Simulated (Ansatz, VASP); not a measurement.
# AlNi in VASP and in Ansatz

The input INCAR:

```
ALGO     = Fast           # electronic algorithm
EDIFF    = 1E-6           # SCF threshold, eV
ENCUT    = 520            # plane-wave cutoff, eV
GGA      = PE             # functional
ISIF     = 2              # what is computed and relaxed
ISMEAR   = 0              # smearing method
LASPH    = T              # aspherical terms in the spheres
LCHARG   = T              # write CHGCAR
LELF     = T              # ELF
LREAL    = F              # projectors in reciprocal space
LVHAR    = T            
LWAVE    = F              # write WAVECAR
NBANDS   = 21             # bands
NELM     = 60             # most SCF steps
PREC     = Accurate       # precision mode
SIGMA    = 0.2            # smearing width, eV
```

Contents of KPOINTS:

```
k-points
0
Gamma
  8 8 4
```

Contents of POSCAR:

```
AlNi
1.0
    0.0000000000      0.0000000000     -2.8900989120
    0.0000000000     -2.8943154884      0.0000000000
   -5.7886309769      0.0000000000      0.0000000000
Al Ni
2 2
Direct
    0.0000000000      0.0000000000      1.0000000000
    0.0000000000      0.0000000000      0.5000000000
    0.5000000000      0.5000000000      0.7500000000
    0.5000000000      0.5000000000      0.2500000000
```

Input for Ansatz:

```yaml
crystal:
  lattice:
    - [0.0, 0.0, -2.890098912]
    - [0.0, -2.8943154884, 0.0]
    - [-5.7886309769, 0.0, 0.0]
  atoms:
    - { symbol: Al, position: [0.0, 0.0, 1.0] }
    - { symbol: Al, position: [0.0, 0.0, 0.5] }
    - { symbol: Ni, position: [0.5, 0.5, 0.75] }
    - { symbol: Ni, position: [0.5, 0.5, 0.25] }
basis:
  ecutwfc: 420
kpoints:
  mp_grid: { grid: [8, 8, 4] }
hamiltonian:
  xc: pbe
scf:
  occupations: { method: gaussian, width: 0.2 }
  lower_state_search: "off"
output:
  forces: true
  stress: true
  eigenvalues: true
```

Alike in both runs: task single point; functional PBE; k mesh 8 × 8 × 4; occupations gaussian, width 0.2 eV; no spin polarisation.

|  | VASP | Ansatz |
| --- | --- | --- |
| version | VASP 6.6.1 | Ansatz 0.2.0 |
| potentials or method | VASP PAW PBE potentials, release 64 (Al, Ni), cutoff 520 eV | scalar-relativistic, plane waves, PAW |
| valence electrons in the cell | 26 | 42 |

|  | VASP | Ansatz | Ansatz less VASP |
| --- | --- | --- | --- |
| gap on the k mesh at the Fermi level (eV) | none | none | - |
| pressure (GPa) | 0.2 | 0.2 | -0.06 |

A gap of «none» marks a metal or a gap that the smearing closes. VASP's potentials hold 26 valence electrons a cell and Ansatz's 42, so a difference there can come from the potentials and not from the codes.
